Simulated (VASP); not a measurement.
A run of VASP 6.6.1:

File INCAR:

```
  ALGO = Normal
  EDIFF = 1E-6
  ENCUT = 520
  GGA = PE
  ISIF = 2
  ISMEAR = -1
  IVDW = 12
  LASPH = True
  LCHARG = False
  LREAL = False
  LWAVE = False
  NBANDS = 12
  NELM = 80
  PREC = Accurate
  SIGMA = 0.05
```

File KPOINTS:

```
k-points
0
Gamma
  11 11 11
```

POSCAR

```
P
1.0
   -1.7046119253      2.4248300239      1.7135267449
    1.7046119253     -2.4248300239      1.7135267449
    1.7046119253      2.4248300239     -1.7135267449
P
2
Direct
    0.7279492624      0.9779492624      0.7500000000
    0.2720507376      0.0220507376      0.2500000000
```

Potentials or basis: VASP PAW PBE potentials, release 64 (P).

Command:

```bash
$ cat potpaw_PBE.64/P/POTCAR > POTCAR
$ mpirun -np 1 vasp_std > vasp.out
```

Hardware: 1 thread of Intel(R) Xeon(R) 6975P-C (Granite Rapids), on a shared host.

Task: How long does it take, and how much memory?

Result: Wall time 28 s on 1 thread of Intel(R) Xeon(R) 6975P-C (Granite Rapids), with other jobs on the host, peak memory 0.19 GiB. Counts: scf iterations 11, k points 216.
